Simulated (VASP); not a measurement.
SnO, 8 atoms in the cell. The cell holds a slab with vacuum, 8 atoms: a = 3.820 Å, b = 3.820 Å, c = 22.226 Å, α = 90.00°, β = 90.00°, γ = 90.00°.  This cell differs from its parent crystal: layers slid over each other.

- Program: VASP 6.6.1
- Task: single point
- Functional: PBE
- Dispersion: D3(BJ)
- Potentials or basis: VASP PAW PBE potentials, release 64 (Sn_d, O)
- Cutoff: 520 eV
- k mesh: 7 × 7 × 1
- Occupations: gaussian, width 0.05 eV
- Spin: no spin polarisation
- Dipole correction: yes
- Further INCAR settings: ALGO = Normal; EDIFF = 1e-06; NBANDS = 50

Potentials or basis: VASP PAW PBE potentials, release 64 (Sn_d, O).

Command:

```console
$ cat potpaw_PBE.64/Sn_d/POTCAR potpaw_PBE.64/O/POTCAR > POTCAR
$ mpirun -np 1 vasp_std > vasp.out
```

Hardware: 1 thread of Intel(R) Xeon(R) Platinum 8488C (Sapphire Rapids) (shared host).

Task: How long does it take, and how much memory?

Result: It took 9.7 min on 1 thread of Intel(R) Xeon(R) Platinum 8488C (Sapphire Rapids) (shared host), peak memory 0.53 GiB. Counts: scf iterations 23, k points 25.
